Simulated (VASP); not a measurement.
Wanted: the native input for a VASP 6.6.1 run.

| Item | Value |
| --- | --- |
| Task | single point |
| Functional | PBE |
| Potentials or basis | VASP PAW PBE potentials, release 64 (Cs_sv, In_d) |
| Cutoff | 520 eV |
| k mesh | 4 × 4 × 4 |
| Occupations | gaussian, width 0.1 eV |
| Spin | no spin polarisation |
| Dipole correction | no |
| Further INCAR settings | ALGO = Fast; EDIFF = 1e-06; NBANDS = 32 |

The structure of Cs4In lies in POSCAR:

```
Cs4In
1.0
   -4.7764776013      4.7764776013      4.7764776013
    4.7764776013     -4.7764776013      4.7764776013
    4.7764776013      4.7764776013     -4.7764776013
Cs In
4 1
Direct
    0.4982825819      0.4982825819      0.4982825819
    0.5017174181      0.0000000000      0.0000000000
    0.0000000000      0.0000000000      0.5017174181
    0.0000000000      0.5017174181      0.0000000000
    0.0000000000      0.0000000000      0.0000000000
```

One way to write it, as run:

INCAR

```
ALGO = Fast
EDIFF = 1E-6
ENCUT = 520
GGA = PE
ISIF = 2
ISMEAR = 0
LASPH = T
LCHARG = F
LREAL = F
LWAVE = F
NBANDS = 32
NELM = 100
PREC = Accurate
SIGMA = 0.1
```

KPOINTS

```
k-points
0
Gamma
  4 4 4
```

Potentials or basis: VASP PAW PBE potentials, release 64 (Cs_sv, In_d).

Run with:

```sh
$ cat potpaw_PBE.64/Cs_sv/POTCAR potpaw_PBE.64/In_d/POTCAR > POTCAR
$ mpirun -np 1 vasp_std > vasp.out
```

It gave:

```
Pressure      : 0.1 GPa
Largest force : 0.004 eV/Å
```

It took 3.5 min on 1 thread of AMD EPYC 7R43 64-Core Processor (Zen 3) (shared host), peak memory 0.55 GiB.
